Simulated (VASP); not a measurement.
# Zn12H (a cell with a defect) in VASP: further runs

Zn12H (a cell with a defect) is run at these levels: PBEsol; tasks: single point.

Everything below comes from runs of VASP 6.6.1. Logs are shortened: lines on timing, memory, paths and dates and some standing lists are left out, and cuts for length are marked.

## (1) The cell of the first run

The cell holds a defect, 13 atoms: a = 5.320 Å, b = 7.980 Å, c = 4.937 Å, α = 90.00°, β = 90.00°, γ = 120.00°.

## (2) Single point, PBEsol

Input file INCAR:

```
SYSTEM = Zn12H
ALGO = Normal
EDIFF = 1E-6
ENCUT = 520
GGA = PS
ISIF = 2
ISMEAR = -1
LASPH = .TRUE.
LCHARG = .FALSE.
LREAL = .FALSE.
LWAVE = .FALSE.
NBANDS = 84
NELM = 80
PREC = Accurate
SIGMA = 0.05
```

Input file KPOINTS:

```
k-points
0
G
  3 2 3
  0 0 0
```

Input file POSCAR:

```
Zn12H
1.0
    5.3200000000      0.0000000000      0.0000000000
   -3.9900000000      6.9108830000      0.0000000000
    0.0000000000      0.0000000000      4.9369600000
Zn H
12 1
Direct
    0.0811864545      0.0222836937      0.0046182266
    0.1824039274      0.2346588707      0.5640718175
   -0.0228646413      0.3226215811     -0.0088921117
    0.1395932951      0.5412622381      0.4553814493
    0.0140552668      0.7142792028     -0.0638044465
    0.1342299624      0.8675447117      0.4967429349
    0.5539159370     -0.0058313822      0.0095807947
    0.6807963710      0.2169766150      0.4632000259
    0.5527752950      0.3436753306     -0.0214909580
    0.6836773499      0.5478605267      0.4735302696
    0.5328737189      0.6643579409      0.0823381190
    0.7019350398      0.9127053663      0.4638684535
    0.3404211819      0.6104863879      0.7424609476
```

Potentials or basis: VASP PAW PBE potentials, release 64 (Zn, H).

On the command line:

```
$ cat potpaw_PBE.64/Zn/POTCAR potpaw_PBE.64/H/POTCAR > POTCAR
$ mpirun -np 1 vasp_std > vasp.out
```

OUTCAR:

```text
SYSTEM = Zn12H
   EDIFF = 1E-6
   ENCUT = 520
   GGA = PS
   ISIF = 2
   ISMEAR = -1
   LASPH = .TRUE.
   LREAL = .FALSE.
   NELM = 80
   PREC = Accurate

 ion  position               nearest neighbor table
   1  0.081  0.022  0.005-   5 2.32   9 2.54   7 2.63   2 2.64   7 2.70   3 2.72   6 2.80  12 2.87
                             6 2.87  11 2.91
   2  0.182  0.235  0.564-  12 2.61   4 2.62  10 2.63   3 2.63   1 2.64   8 2.65   9 2.67   8 2.77
                             6 2.83
   3  0.977  0.323  0.991-   9 2.35   7 2.46   2 2.63   8 2.70   1 2.72   4 2.75  11 2.88   8 2.94
                             9 2.98   5 3.04   4 3.05
   4  0.140  0.541  0.455-  13 1.69  10 2.45   8 2.52  11 2.58   2 2.62   6 2.63   3 2.75  10 2.87
                            12 2.98   5 2.98   3 3.05
   5  0.014  0.714  0.936-   1 2.32   6 2.41  11 2.49   7 2.64   9 2.75  10 2.78   6 2.96   4 2.98
                             3 3.04
   6  0.134  0.868  0.497-   5 2.41  10 2.48  12 2.50   4 2.63   1 2.80   2 2.83   8 2.85  12 2.86
                             1 2.87   5 2.96
   7  0.554  0.994  0.010-   3 2.46  12 2.57  11 2.60   1 2.63   5 2.64   1 2.70   8 2.73   9 2.80
                            12 2.97
   8  0.681  0.217  0.463-  12 2.49   4 2.52  10 2.63   2 2.65   3 2.70   7 2.73   2 2.77   9 2.81
                             6 2.85   9 2.94   3 2.94
   9  0.553  0.344  0.979-   3 2.35   1 2.54  11 2.66   2 2.67   5 2.75   7 2.80   8 2.81  10 2.82
                            10 2.87   8 2.94   3 2.98
  10  0.684  0.548  0.474-  11 2.45   4 2.45   6 2.48   2 2.63   8 2.63   5 2.78   9 2.82  12 2.86
                             9 2.87   4 2.87
  11  0.533  0.664  0.082-  13 1.90  10 2.45   5 2.49  12 2.55   4 2.58   7 2.60   9 2.66   3 2.88
                             1 2.91
  12  0.702  0.913  0.464-   8 2.49   6 2.50  11 2.55   7 2.57   2 2.61   6 2.86  10 2.86   1 2.87
                             7 2.97   4 2.98
  13  0.340  0.610  0.742-   4 1.69  11 1.90

  LATTYP: Found a simple monoclinic cell.
 ALAT       =     5.3200000000
 B/A-ratio  =     0.9280000000
 C/A-ratio  =     1.3228757068
 COS(beta)  =    -0.1889822292

  Lattice vectors:

 A1 = (   5.3200000000,   0.0000000000,   0.0000000000)
 A2 = (   0.0000000000,   0.0000000000,   4.9369600000)
 A3 = (  -1.3300000000,  -6.9108830000,   0.0000000000)

Analysis of symmetry for initial positions (statically):
=====================================================================
 Subroutine PRICEL returns:
 Original cell was already a primitive cell.

 Routine SETGRP: Setting up the symmetry group for a
 simple monoclinic supercell.

 Subroutine GETGRP returns: Found  1 space group operations
 (whereof  1 operations were pure point group operations)
 out of a pool of  4 trial point group operations.

The static configuration has the point symmetry C_1 .

Analysis of symmetry for dynamics (positions and initial velocities):
=====================================================================
 Subroutine PRICEL returns:
 Original cell was already a primitive cell.

 Routine SETGRP: Setting up the symmetry group for a
 simple monoclinic supercell.

 Subroutine GETGRP returns: Found  1 space group operations
 (whereof  1 operations were pure point group operations)
 out of a pool of  4 trial point group operations.

The dynamic configuration has the point symmetry C_1 .

 Subroutine INISYM returns: Found  1 space group operations
 (whereof  1 operations are pure point group operations),
 and found     1 'primitive' translations

----------------------------------------------------------------------------------------

                                     Primitive cell

  volume of cell :     181.5118

  direct lattice vectors                    reciprocal lattice vectors
     5.320000000  0.000000000  0.000000000     0.187969925  0.108524482  0.000000000
    -3.990000000  6.910883000  0.000000000     0.000000000  0.144699310  0.000000000
     0.000000000  0.000000000  4.936960000     0.000000000  0.000000000  0.202553798

  length of vectors
     5.320000000  7.980000241  4.936960000     0.217048971  0.144699310  0.202553798

[... 64 lines left out ...]
|        The reciprocal lattice is simple monoclinic,                         |
|        whereas your k-lattice is hexagonal.                                 |
|                                                                             |
|     Results are often still useful ...                                      |
|                                                                             |
 -----------------------------------------------------------------------------

 Subroutine IBZKPT returns following result:
 ===========================================

 Found     10 irreducible k-points:

 Following reciprocal coordinates:
            Coordinates               Weight
  0.000000  0.000000  0.000000      1.000000
  0.333333  0.000000  0.000000      2.000000
  0.000000  0.500000  0.000000      1.000000
  0.333333  0.500000  0.000000      2.000000
  0.000000  0.000000  0.333333      2.000000
  0.333333  0.000000  0.333333      2.000000
 -0.333333 -0.000000  0.333333      2.000000
  0.000000  0.500000  0.333333      2.000000
  0.333333  0.500000  0.333333      2.000000
 -0.333333  0.500000  0.333333      2.000000
   k-points           NKPTS =     10   k-points in BZ     NKDIM =     10   number of bands    NBANDS=     84
   number of dos      NEDOS =    301   number of ions     NIONS =     13
   total plane-waves  NPLWV =  96000
   dimension x,y,z NGX =    40 NGY =   60 NGZ =   40
   dimension x,y,z NGXF=    80 NGYF=  120 NGZF=   80
   ions per type =              12   1
   NGX,Y,Z   is equivalent  to a cutoff of  12.50, 12.50, 13.47 a.u.
   NGXF,Y,Z  is equivalent  to a cutoff of  25.00, 25.00, 26.94 a.u.
 SYSTEM =  Zn12H
   PREC   = accura    normal or accurate (medium, high low for compatibility)
   ISTART =      0    job   : 0-new  1-cont  2-samecut
   ICHARG =      2    charge: 1-file 2-atom 10-const
   ISPIN  =      1    spin polarized calculation?
   LNONCOLLINEAR =      F non collinear calculations
   LSORBIT =      F    spin-orbit coupling
   LASPH  =      T    aspherical Exc in radial PAW
   ENCUT  =  520.0 eV  38.22 Ry    6.18 a.u.   9.89 14.84  9.18*2*pi/ulx,y,z
   NELM   =     80;   NELMIN=  2; NELMDL= -5     # of ELM steps
   EDIFF  = 0.1E-05   stopping-criterion for ELM
   LREAL  =      F    real-space projection
   EDIFFG = 0.1E-04   stopping-criterion for IOM
   NSW    =      0    number of steps for IOM
   IBRION =     -1    ionic relax: 0-MD 1-quasi-New 2-CG
   NFREE  =      0    steps in history (QN), initial steepest desc. (CG)
   ISIF   =      2    stress and relaxation
   ISYM   =      2    0-nonsym 1-usesym 2-fastsym
   POTIM  = 0.5000    time-step for ionic-motion
   TEBEG  =    0.0;   TEEND  =   0.0 temperature during run
   PSTRESS=    0.0 pullay stress
   NELECT =     145.0000    total number of electrons
   NUPDOWN=      -1.0000    fix difference up-down
   EMIN   =  10.00;   EMAX   =-10.00  energy-range for DOS
   EFERMI =   0.00;   METHOD = LEGACY
   ISMEAR =    -1;   SIGMA  =   0.05  broadening in eV -4-tet -1-fermi 0-gaus
   EFERMI_NEDOS =   21; number of points for ismear=-14 and -15
   IALGO  =     38    algorithm
   IMIX   =      4    mixing-type and parameters
     AMIX     =   0.40;   BMIX     =  1.00
     AMIX_MAG =   1.60;   BMIX_MAG =  1.00
  volume/ion in A,a.u.               =      13.96        94.22
  Fermi-wavevector in a.u.,A,eV,Ry     =   1.519017  2.870525 31.394246  2.307412
  Thomas-Fermi vector in A             =   2.628059
   LORBIT       =      0    0 simple, 1 ext, 2 COOP (PROOUT), +10 PAW based schemes
   GGA     = PS    functional components
   LHFCALC =     F    Hartree Fock is set to
   AEXX    =    0.0000 exact exchange contribution
   IVDW    =     0    specifies the selected vdW correction
   LEPSILON=     F    determine dielectric tensor
   LRPA    =     F    only Hartree local field effects (RPA)
 non-spin polarized calculation
  energy-cutoff  :      520.00
  volume of cell :      181.51
 maximum number of plane-waves:      4924
   NGX = 19   NGY = 29   NGZ = 19

 number of electron     145.0000016 magnetization

 Free energy of the ion-electron system (eV)
  ---------------------------------------------------
  ext. energy  EPLUGINS =         0.00000000
  ---------------------------------------------------
  free energy    TOTEN  =       -20.08277900 eV

  energy without entropy =      -20.05699132  energy(sigma->0) =      -20.06988516

 E-fermi :   3.2562     XC(G=0): -11.7700

 val. band max:        3.1702046019   @ k =   0.0000   0.0000   0.3333
 cond. band min:       3.3241670780   @ k =   0.3333   0.0000   0.0000
 fundamental gap:      0.1539624761
 Fermi energy:         3.2562270999

 k-point     1 :       0.0000    0.0000    0.0000
  band No.  band energies     occupation
      1      -7.7098      2.00000
      2      -5.7123      2.00000
      3      -5.5753      2.00000
      4      -5.5157      2.00000
      5      -5.5048      2.00000
      6      -5.4777      2.00000
[... 859 lines left out ...]
     83       9.1080      0.00000
     84       9.4140      0.00000

------------------------ aborting loop because EDIFF is reached ----------------------------------------

  FORCE on cell =-STRESS in cart. coord.  units (eV):
  Direction    XX          YY          ZZ          XY          YZ          ZX
  --------------------------------------------------------------------------------------
  -------------------------------------------------------------------------------------
  Total        1.0345191      0.5644883      5.5816608     -1.7394943     -1.4494980     -0.9507187
  in kB        9.1315459      4.9826541     49.2684885    -15.3542576    -12.7945027     -8.3918525
  external PRESSURE =      21.1275628 kB  Pullay stress =       0.0000000 kB

 VOLUME and BASIS-vectors are now :
 -----------------------------------------------------------------------------
  energy-cutoff  :      520.00
  volume of cell :      181.51
      direct lattice vectors                 reciprocal lattice vectors
     5.320000000  0.000000000  0.000000000     0.187969925  0.108524482  0.000000000
    -3.990000000  6.910883000  0.000000000     0.000000000  0.144699310  0.000000000
     0.000000000  0.000000000  4.936960000     0.000000000  0.000000000  0.202553798

 POSITION                                       TOTAL-FORCE (eV/Angst)
 -----------------------------------------------------------------------------------
      0.34300      0.15400      0.02280        -0.615276      0.597599      0.245005
      0.03410      1.62170      2.78480         0.369252     -0.302417     -0.229065
      3.91110      2.22960      4.89306         1.255829      0.535633      0.096413
     -1.41700      3.74060      2.24820         0.570801      0.262578     -0.270471
     -2.77520      4.93630      4.62196         0.800799     -1.385804      0.449919
     -2.74740      5.99550      2.45240         0.616349      1.038289     -0.539921
     -1.01990      6.87058      0.04730        -0.508103     -0.222912     -0.337938
      2.75610      1.49950      2.28680        -0.519129     -0.131076      0.285519
      1.56950      2.37510      4.83086        -0.837675      0.286632     -0.153205
      1.45120      3.78620      2.33780        -0.468980     -0.404445      0.411943
      0.18410      4.59130      0.40650        -0.664582     -0.194802     -0.779689
      0.09260      6.30760      2.29010        -0.186912     -0.214488      0.317659
     -0.62480      4.21900      3.66550         0.187626      0.135215      0.503830
 -----------------------------------------------------------------------------------
    total drift:                                0.000305     -0.000319     -0.001253

  FREE ENERGIE OF THE ION-ELECTRON SYSTEM (eV)
  ---------------------------------------------------
  free  energy   TOTEN  =       -20.0827789998 eV

  energy  without entropy=      -20.0569913244  energy(sigma->0) =      -20.06988516
```

Wall time 1.8 min (1 thread of AMD EPYC 9R45 (Zen 5), shared host); peak memory 0.31 GiB.

What came out:

| Quantity | Value |
| --- | --- |
| Free energy | -20.0828 eV |
| Pressure | 2.1 GPa |
| Largest force | 1.663 eV/Å |

Forces in eV/Å, atoms in the order of the input:
```
Zn  -0.615  0.598  0.245
Zn   0.369 -0.302 -0.229
Zn   1.256  0.536  0.096
Zn   0.571  0.263 -0.270
Zn   0.801 -1.386  0.450
Zn   0.616  1.038 -0.540
Zn  -0.508 -0.223 -0.338
Zn  -0.519 -0.131  0.286
Zn  -0.838  0.287 -0.153
Zn  -0.469 -0.404  0.412
Zn  -0.665 -0.195 -0.780
Zn  -0.187 -0.214  0.318
H    0.188  0.135  0.504
```

Stress tensor (GPa, compression positive):
```
 0.91 -1.54 -0.84
-1.54  0.50 -1.28
-0.84 -1.28  4.93
```

Caveat: the k points lie up to 0.45 Å⁻¹ apart; the PAW data sets were made with another functional, which shifts forces and pressure a little.

## (3) Single point, PBEsol

Input file INCAR:

```
SYSTEM = Zn12H
PREC = Accurate
ENCUT = 520
EDIFF = 1E-6
ISMEAR = -1
SIGMA = 0.05
LREAL = .False.
LASPH = .True.
NELM = 100
ALGO = Normal
ISIF = 2
LWAVE = .False.
LCHARG = .False.
GGA = PS
NBANDS = 84
```

Input file KPOINTS:

```
regular mesh
0
Gamma
  3 2 3
  0 0 0
```

Input file POSCAR:

```
Zn12H
1.0
    5.3200000000      0.0000000000      0.0000000000
   -3.9900000000      6.9108830000      0.0000000000
    0.0000000000      0.0000000000      4.9369600000
Zn H
12 1
Direct
    0.0530011988      0.0602672625      0.0432654913
    0.1648987379      0.2357296455      0.5931787983
    0.0080812660      0.3530807858     -0.0075552567
    0.1092935871      0.5431433292      0.4820577845
    0.0087477705      0.7346962754     -0.0662958582
    0.1393809829      0.8934603581      0.5262347680
    0.5707122870      0.0276665080      0.0155156209
    0.6140201003      0.1962122640      0.4526874838
    0.5651646828      0.3397684493     -0.0146446396
    0.6537502676      0.5346494797      0.5167349948
    0.4928705760      0.6730254296      0.0577683433
    0.6421952156      0.8864858514      0.4490415154
    0.3870558597      0.6522900185      0.7311787011
```

Potentials or basis: VASP PAW PBE potentials, release 64 (Zn, H).

On the command line:

```
$ cat potpaw_PBE.64/Zn/POTCAR potpaw_PBE.64/H/POTCAR > POTCAR
$ mpirun -np 1 vasp_std > vasp.out
```

Run time: 1.8 min. Hardware: 1 thread of AMD EPYC 9R45 (Zen 5), shared host; peak memory 0.31 GiB.

The run converged. Its results:

* Free energy: -19.7464 eV
* Pressure: 3.2 GPa
* Largest force: 1.700 eV/Å

Forces on the atoms (eV/Å):
```
Zn   0.694 -0.767  0.525
Zn  -0.177 -0.441 -0.728
Zn   0.912  0.787  0.392
Zn   0.686 -0.090 -0.492
Zn   0.177 -1.043  1.289
Zn  -0.145  0.455 -1.129
Zn  -0.952 -0.823 -0.690
Zn   0.213  0.622  0.495
Zn  -1.431  0.917 -0.039
Zn  -0.635  0.428 -0.244
Zn   0.218 -0.406  0.131
Zn   0.248  0.167  0.669
H    0.191  0.194 -0.178
```

Stress tensor (GPa, compression positive):
```
 2.48 -1.02 -1.09
-1.02 -0.11 -0.81
-1.09 -0.81  7.19
```

Levels at points of the mesh, in eV from the Fermi level:
```tsv
k point	band 70	band 71	band 72	band 73	band 74	band 75
(0.00, 0.00, 0.00)	-1.21	-1.11	-0.74	-0.17	0.16	0.43
(0.00, 0.50, 0.00)	-2.71	-2.56	-2.32	0.09	0.46	1.05
```

Caveat: the k points lie up to 0.45 Å⁻¹ apart; the PAW data sets were made with another functional, which shifts forces and pressure a little.
